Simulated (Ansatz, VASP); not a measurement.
# RbBr: VASP beside Ansatz

```
Rb Br
1.0
     0.00000    3.44273    3.44273
     3.44273    0.00000    3.44273
     3.44273    3.44273    0.00000
Rb Br
1 1
Direct
  0.00000 0.00000 0.00000
  0.50000 0.50000 0.50000
```

Alike in both runs: functional PBE; dispersion D3(BJ); k mesh 6 × 6 × 6; occupations gaussian, width 0.02 eV; no spin polarisation.

Ansatz relaxed the structure, and its values are those at the end. VASP's run is a single point on that final structure, the one shown.

|  | VASP | Ansatz |
| --- | --- | --- |
| version | VASP 6.6.1 | Ansatz 0.2.0 |
| potentials or method | VASP PAW PBE potentials, release 64 (Rb_sv, Br), cutoff 500 eV | scalar-relativistic, plane waves, PAW |
| valence electrons in the cell | 16 | 16 |

```csv
,VASP,Ansatz,Ansatz less VASP
gap on the k mesh at the Fermi level (eV),4.33,4.33,+0.002
least direct gap on the mesh (eV),4.33,4.33,+0.002
pressure (GPa),0.0,0.0,-0.02
```
